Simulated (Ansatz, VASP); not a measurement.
**SnSe: VASP beside Ansatz**

```
Sn Se
1.0
     0.00000    3.01000    3.01000
     3.01000    0.00000    3.01000
     3.01000    3.01000    0.00000
Sn Se
1 1
Direct
  0.00000 0.00000 0.00000
  0.50000 0.50000 0.50000
```

Alike in both runs: task electric field gradients; functional r2SCAN; k mesh 13 × 13 × 13; occupations fermi-dirac, width 0.02 eV; no spin polarisation.

|  | VASP | Ansatz |
| --- | --- | --- |
| version | VASP 6.6.1 | Ansatz 0.2.0 |
| potentials or method | VASP PAW PBE potentials, release 64 (Sn_d, Se) | plane-wave PAW, scalar-relativistic |
| plane-wave cutoff (eV) | 440 | 500 |
| valence electrons in the cell | 20 | 30 |

```csv
,VASP,Ansatz,Ansatz less VASP
pressure (GPa),0.0,0.0,-0.02
```

VASP's potentials were made for PBE, not for r2SCAN. VASP's potentials hold 20 valence electrons a cell and Ansatz's 30, so a difference there can come from the potentials and not from the codes.
